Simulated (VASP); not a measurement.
VO2:

```
V O
1.0
     4.47695    0.00000    0.00000
     0.00000    4.47695    0.00000
     0.00000    0.00000    3.02402
V O
2 4
Direct
  0.50000 0.50000 0.50000
  0.00000 0.00000 0.00000
  0.20036 0.79964 0.50000
  0.79964 0.20036 0.50000
  0.70036 0.70036 0.00000
  0.29964 0.29964 0.00000
```

Base run:

```yaml
Program: VASP 6.6.1
Functional: PBE exchange alone
Potentials_or_basis: VASP PAW PBE potentials, release 64 (V_sv, O)
Cutoff: 600 eV
k_mesh: 6 × 6 × 9
Occupations: fermi-dirac, width 0.05 eV
Spin: collinear spin, ferromagnetic start
Starting_moments: "[2.0, 2.0, 0.0, 0.0, 0.0, 0.0] μB"
```

Its results: band gap on the k mesh zero (filled and empty bands overlap); pressure 17.2 GPa; net moment 2.00 μB per cell; site moments V +1.13; O -0.09 μB; largest force 0.146 eV/Å.

Question: The run is repeated on the same cell with these changes: functional from PBE exchange alone to PBEsol. What comes out?

Answer: Band gap on the k mesh zero (filled and empty bands overlap); pressure -12.0 GPa; net moment 2.00 μB per cell; site moments V +1.07; O -0.06 μB; largest force 0.276 eV/Å.

Caveats: semilocal functionals often make such compounds metallic where correlation or magnetic order opens a gap, which also shifts bond lengths; the stress differs along the axes, from 7 to 22 GPa (at least some runs); the stress differs along the axes, from -25 to -5 GPa (at least some runs); the PAW data sets were made with another functional, which shifts forces and pressure a little (at least some runs).
